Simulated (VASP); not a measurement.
A run of VASP 6.6.1 is set up as follows.

INCAR

```
SYSTEM = GaN
PREC = Accurate
ENCUT = 520
EDIFF = 1E-6
ISMEAR = -1
SIGMA = 0.02
LREAL = .False.
LASPH = .True.
NELM = 100
ALGO = Normal
ISIF = 2
LWAVE = .False.
LCHARG = .False.
GGA = PE
NBANDS = 26
```

KPOINTS

```
regular mesh
0
Gamma
  11 11 6
  0 0 0
```

Contents of POSCAR:

```
GaN
1.0
    3.1800000000      0.0000000000      0.0000000000
   -1.5900000000      2.7539607840      0.0000000000
    0.0000000000      0.0000000000      5.2693200000
Ga N
2 2
Direct
    0.3333333333      0.6666666667      0.0055139744
    0.6666666667      0.3333333333      0.5055139744
    0.3333333333      0.6666666667      0.3794860256
    0.6666666667      0.3333333333      0.8794860256
```

Potentials or basis: VASP PAW PBE potentials, release 64 (Ga_d, N).

Run with:

```sh
$ cat potpaw_PBE.64/Ga_d/POTCAR potpaw_PBE.64/N/POTCAR > POTCAR
$ mpirun -np 1 vasp_std > vasp.out
```

(1) Estimate the pressure.

(2) Estimate the band gap on the k mesh.

## Answers

(1) 3.5 GPa.

(2) 1.77 eV, direct.

Caveat: the cell differs from its parent crystal (z stretched by +2 %, then relaxed in part).
